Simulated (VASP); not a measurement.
# Hg (R-3m) in VASP: a series of runs, part 2 of 2

VASP 6.6.1. The steps go on from the part before.

## (5) Single point, LDA

The input, INCAR:

```
SYSTEM = Hg
PREC     = Accurate       ! precision mode
ENCUT    = 520            ! plane-wave cutoff, eV
EDIFF    = 1E-6           ! SCF threshold, eV
ISMEAR   = 1              ! smearing method
SIGMA    = 0.3            ! smearing width, eV
LREAL    = .FALSE.        ! projectors in reciprocal space
LASPH    = .TRUE.         ! aspherical terms in the spheres
NELM     = 80             ! most SCF steps
ALGO     = Normal         ! electronic algorithm
ISIF     = 2              ! what is computed and relaxed
LWAVE    = .FALSE.        ! write WAVECAR
LCHARG   = .FALSE.        ! write CHGCAR
NBANDS   = 12             ! bands
```

The input, KPOINTS:

```
Automatic mesh
0
G
  11 11 11
  0 0 0
```

The input, POSCAR:

```
Hg
1.0
    1.7463233735      1.0082402698      2.1478810803
   -1.7463233735      1.0082402698      2.1478810803
    0.0000000000     -2.0164805396      2.1478810803
Hg
1
Direct
    0.0000000000      1.0000000000      0.0000000000
```

Potentials or basis: VASP PAW LDA potentials, release 64 (Hg).

Launch:

```bash
cat potpaw_LDA.64/Hg/POTCAR > POTCAR
mpirun -np 1 vasp_std > vasp.out
```

OUTCAR:

```text
SYSTEM = Hg
   PREC = Accurate
   ENCUT = 520
   EDIFF = 1E-6
   ISMEAR = 1
   LREAL = .FALSE.
   LASPH = .TRUE.
   NELM = 80
   ISIF = 2

 ion  position               nearest neighbor table
   1  0.000  0.000  0.000-

  LATTYP: Found a trigonal (rhomboedric) cell.
 ALAT       =     2.9461138643
 COS(alpha) =     0.2972833017

  Lattice vectors:

 A1 = (   1.7463233735,   1.0082402698,   2.1478810803)
 A2 = (  -1.7463233735,   1.0082402698,   2.1478810803)
 A3 = (   0.0000000000,  -2.0164805396,   2.1478810803)

Analysis of symmetry for initial positions (statically):
=====================================================================
 Subroutine PRICEL returns:
 Original cell was already a primitive cell.

 Routine SETGRP: Setting up the symmetry group for a
 trigonal (rhombohedral) supercell.

 Subroutine GETGRP returns: Found 12 space group operations
 (whereof 12 operations were pure point group operations)
 out of a pool of 12 trial point group operations.

The static configuration has the point symmetry D_3d.

Analysis of symmetry for dynamics (positions and initial velocities):
=====================================================================
 Subroutine PRICEL returns:
 Original cell was already a primitive cell.

 Routine SETGRP: Setting up the symmetry group for a
 trigonal (rhombohedral) supercell.

 Subroutine GETGRP returns: Found 12 space group operations
 (whereof 12 operations were pure point group operations)
 out of a pool of 12 trial point group operations.

The dynamic configuration has the point symmetry D_3d.

 Subroutine INISYM returns: Found 12 space group operations
 (whereof 12 operations are pure point group operations),
 and found     1 'primitive' translations

----------------------------------------------------------------------------------------

                                     Primitive cell

  volume of cell :      22.6908

  direct lattice vectors                    reciprocal lattice vectors
     1.746323374  1.008240270  2.147881080     0.286315815  0.165304513  0.155191708
    -1.746323374  1.008240270  2.147881080    -0.286315815  0.165304513  0.155191708
     0.000000000 -2.016480540  2.147881080     0.000000000 -0.330609026  0.155191708

  length of vectors
     2.946113864  2.946113864  2.946113864     0.365221569  0.365221569  0.365221569

  position of ions in fractional coordinates (direct lattice)
     0.000000000  0.000000000  0.000000000

  ion indices of the primitive-cell ions
   primitive index   ion index
                 1           1

----------------------------------------------------------------------------------------

 KPOINTS: Automatic mesh

Automatic generation of k-mesh.
 Grid dimensions read from file:
 generate k-points for:   11   11   11

 Generating k-lattice:

  Cartesian coordinates                     Fractional coordinates (reciprocal lattice)
     0.026028710  0.015027683  0.014108337     0.090909091  0.000000000  0.000000000
    -0.026028710  0.015027683  0.014108337     0.000000000  0.090909091  0.000000000
     0.000000000 -0.030055366  0.014108337     0.000000000  0.000000000  0.090909091

  Length of vectors
     0.033201961  0.033201961  0.033201961

  Shift w.r.t. Gamma in fractional coordinates (k-lattice)
     0.000000000  0.000000000  0.000000000

 Subroutine IBZKPT returns following result:
 ===========================================

 Found    146 irreducible k-points:

 Following reciprocal coordinates:
            Coordinates               Weight
  0.000000  0.000000  0.000000      1.000000
  0.090909  0.000000 -0.000000      6.000000
  0.181818 -0.000000 -0.000000      6.000000
  0.272727  0.000000 -0.000000      6.000000
  0.363636 -0.000000 -0.000000      6.000000
  0.454545  0.000000 -0.000000      6.000000
[... 16 lines left out ...]
 -0.272727  0.181818  0.000000     12.000000
 -0.181818  0.181818  0.000000      6.000000
 [... further k-points ...]
   k-points           NKPTS =    146   k-points in BZ     NKDIM =    146   number of bands    NBANDS=     12
   number of dos      NEDOS =    301   number of ions     NIONS =      1
   total plane-waves  NPLWV =  13824
   dimension x,y,z NGX =    24 NGY =   24 NGZ =   24
   dimension x,y,z NGXF=    48 NGYF=   48 NGZF=   48
   ions per type =               1
   NGX,Y,Z   is equivalent  to a cutoff of  13.54, 13.54, 13.54 a.u.
   NGXF,Y,Z  is equivalent  to a cutoff of  27.09, 27.09, 27.09 a.u.
 SYSTEM =  Hg
   PREC   = accura    normal or accurate (medium, high low for compatibility)
   ISTART =      0    job   : 0-new  1-cont  2-samecut
   ICHARG =      2    charge: 1-file 2-atom 10-const
   ISPIN  =      1    spin polarized calculation?
   LNONCOLLINEAR =      F non collinear calculations
   LSORBIT =      F    spin-orbit coupling
   LASPH  =      T    aspherical Exc in radial PAW
   ENCUT  =  520.0 eV  38.22 Ry    6.18 a.u.   5.48  5.48  5.48*2*pi/ulx,y,z
   NELM   =     80;   NELMIN=  2; NELMDL= -5     # of ELM steps
   EDIFF  = 0.1E-05   stopping-criterion for ELM
   LREAL  =      F    real-space projection
   EDIFFG = 0.1E-04   stopping-criterion for IOM
   NSW    =      0    number of steps for IOM
   IBRION =     -1    ionic relax: 0-MD 1-quasi-New 2-CG
   NFREE  =      0    steps in history (QN), initial steepest desc. (CG)
   ISIF   =      2    stress and relaxation
   ISYM   =      2    0-nonsym 1-usesym 2-fastsym
   POTIM  = 0.5000    time-step for ionic-motion
   TEBEG  =    0.0;   TEEND  =   0.0 temperature during run
   PSTRESS=    0.0 pullay stress
   NELECT =      12.0000    total number of electrons
   NUPDOWN=      -1.0000    fix difference up-down
   EMIN   =  10.00;   EMAX   =-10.00  energy-range for DOS
   EFERMI =   0.00;   METHOD = LEGACY
   ISMEAR =     1;   SIGMA  =   0.30  broadening in eV -4-tet -1-fermi 0-gaus
   EFERMI_NEDOS =   21; number of points for ismear=-14 and -15
   IALGO  =     38    algorithm
   IMIX   =      4    mixing-type and parameters
     AMIX     =   0.40;   BMIX     =  1.00
     AMIX_MAG =   1.60;   BMIX_MAG =  1.00
  volume/ion in A,a.u.               =      22.69       153.13
  Fermi-wavevector in a.u.,A,eV,Ry     =   1.323890  2.501789 23.846718  1.752684
  Thomas-Fermi vector in A             =   2.453465
   LORBIT       =      0    0 simple, 1 ext, 2 COOP (PROOUT), +10 PAW based schemes
   GGA     = CA    functional components
   LHFCALC =     F    Hartree Fock is set to
   AEXX    =    0.0000 exact exchange contribution
   IVDW    =     0    specifies the selected vdW correction
   LEPSILON=     F    determine dielectric tensor
   LRPA    =     F    only Hartree local field effects (RPA)
 non-spin polarized calculation
 Methfessel and Paxton  Order N= 1 SIGMA  =   0.30
  energy-cutoff  :      520.00
  volume of cell :       22.69
 maximum number of plane-waves:       631
 NGX is ok and might be reduce to    24
   NGX = 11   NGY = 11   NGZ = 11

 number of electron      12.0000003 magnetization

 Free energy of the ion-electron system (eV)
  ---------------------------------------------------
  ext. energy  EPLUGINS =         0.00000000
  ---------------------------------------------------
  free energy    TOTEN  =        -0.96638641 eV

  energy without entropy =       -0.96637501  energy(sigma->0) =       -0.96638261

 E-fermi :   2.8401     XC(G=0): -11.3630

 val. band max:        2.7348726858   @ k =  -0.2727   0.4545   0.2727
 cond. band min:       2.9321440650   @ k =  -0.4545   0.2727   0.0000
 fundamental gap:      0.1972713792
 Fermi energy:         2.8400953066

 k-point     1 :       0.0000    0.0000    0.0000
  band No.  band energies     occupation
      1      -6.6753      2.00000
      2      -5.1376      2.00000
      3      -5.1376      2.00000
      4      -3.4553      2.00000
      5      -3.3422      2.00000
      6      -3.3422      2.00000
      7      14.9037      0.00000
      8      15.3185      0.00000
      9      15.3185      0.00000
     10      19.9560      0.00000
     11      21.2921      0.00000
     12      21.2921      0.00000
[... 331 lines left out ...]
 k-point    24 :      -0.1818    0.1818    0.0000
  band No.  band energies     occupation
      1      -5.4037      2.00000
      2      -4.8256      2.00000
      3      -4.6243      2.00000
      4      -3.5049      2.00000
      5      -3.4969      2.00000
      6      -3.0154      2.00000
      7       9.2691      0.00000
      8      10.3991      0.00000
      9      17.4527      0.00000
     10      19.4758      0.00000
     11      21.2418      0.00000
     12      22.8170      0.00000

 [... further k-points ...]

------------------------ aborting loop because EDIFF is reached ----------------------------------------

  FORCE on cell =-STRESS in cart. coord.  units (eV):
  Direction    XX          YY          ZZ          XY          YZ          ZX
  --------------------------------------------------------------------------------------
  -------------------------------------------------------------------------------------
  Total        0.0816377      0.0816377      0.1632354      0.0000000      0.0000000     -0.0000000
  in kB        5.7643602      5.7643602     11.5258988      0.0000000      0.0000000     -0.0000000
  external PRESSURE =       7.6848731 kB  Pullay stress =       0.0000000 kB

 VOLUME and BASIS-vectors are now :
 -----------------------------------------------------------------------------
  energy-cutoff  :      520.00
  volume of cell :       22.69
      direct lattice vectors                 reciprocal lattice vectors
     1.746323374  1.008240270  2.147881080     0.286315815  0.165304513  0.155191708
    -1.746323374  1.008240270  2.147881080    -0.286315815  0.165304513  0.155191708
     0.000000000 -2.016480540  2.147881080     0.000000000 -0.330609026  0.155191708

 POSITION                                       TOTAL-FORCE (eV/Angst)
 -----------------------------------------------------------------------------------
      0.00000      0.00000      0.00000         0.000000      0.000000      0.000000
 -----------------------------------------------------------------------------------
    total drift:                                0.000000     -0.000000      0.000000

  FREE ENERGIE OF THE ION-ELECTRON SYSTEM (eV)
  ---------------------------------------------------
  free  energy   TOTEN  =        -0.9663864126 eV

  energy  without entropy=       -0.9663750058  energy(sigma->0) =       -0.96638261
```

Run time: 31 s. Hardware: 1 thread of Intel Xeon 8259CL, shared host; peak memory 0.16 GiB.

What came out:

```yaml
Free_energy: -0.9664 eV
Pressure: 0.8 GPa
Band_gap_on_the_k_mesh: zero (bands 6 and 7 overlap by 2.76 eV)
```

Caveat: so wide a smearing shifts energies and pressures; spin-orbit coupling is left out, which moves the levels of the heavy elements.

## (6) Single point, LDA

The input, INCAR:

```
SYSTEM = Hg
PREC = Accurate
ENCUT = 520
EDIFF = 1E-6
ISMEAR = 1
SIGMA = 0.6
LREAL = .FALSE.
LASPH = .TRUE.
NELM = 80
ALGO = Normal
ISIF = 2
LWAVE = .FALSE.
LCHARG = .FALSE.
GGA = CA
NBANDS = 12
```

The input, KPOINTS:

```
regular mesh
0
G
  11 11 11
  0 0 0
```

POSCAR is that of step 5.

Potentials or basis: VASP PAW LDA potentials, release 64 (Hg).

Launch:

```bash
cat potpaw_LDA.64/Hg/POTCAR > POTCAR
mpirun -np 1 vasp_std > vasp.out
```

Wall time 25 s (1 thread of Intel Xeon 8259CL, shared host); peak memory 0.16 GiB.

It converged, with:

| Property | Result |
| --- | --- |
| Free energy | -0.9665 eV |
| Pressure | 0.7 GPa |
| Band gap on the k mesh | zero (bands 6 and 7 overlap by 2.76 eV) |

Stress tensor (GPa, compression positive):
```
0.55 0.00 0.00
0.00 0.55 0.00
0.00 0.00 0.87
```

Levels at points of the mesh, in eV from the Fermi level:
```tsv
k point	band 3	band 4	band 5	band 6	band 7	band 8	band 9	band 10
(0.00, 0.00, 0.00)	-8.04	-6.36	-6.25	-6.25	12.00	12.42	12.42	17.05
```

Caveat: so wide a smearing shifts energies and pressures; spin-orbit coupling is left out, which moves the levels of the heavy elements.

## (7) The runs side by side

| potentials or basis | k mesh | cutoff (eV) | smearing | gap on the mesh (eV) | pressure (GPa) |
| --- | --- | --- | --- | --- | --- |
| VASP PAW LDA potentials, release 64 (Hg_sv_GW) | 19 × 19 × 19 | 500 | fermi-dirac 0.1 eV | none | -1.2 |
| VASP PAW LDA potentials, release 64 (Hg) | 11 × 11 × 11 | 520 | methfessel-paxton 0.1 eV | none | 0.9 |
| VASP PAW LDA potentials, release 64 (Hg) | 11 × 11 × 11 | 520 | methfessel-paxton 0.2 eV | none | 0.8 |
| VASP PAW LDA potentials, release 64 (Hg) | 11 × 11 × 11 | 520 | methfessel-paxton 0.3 eV | none | 0.8 |
| VASP PAW LDA potentials, release 64 (Hg) | 11 × 11 × 11 | 520 | methfessel-paxton 0.6 eV | none | 0.7 |

Alike in all rows: task single point; level LDA; no spin polarisation; cell as given.

Caveats: spin-orbit coupling is left out, which moves the levels of the heavy elements; so wide a smearing shifts energies and pressures (at least some runs).

Absolute energies hang on the potentials; compare differences alone.

The gap in the log of VASP goes by the Fermi energy; the results here count the filled bands.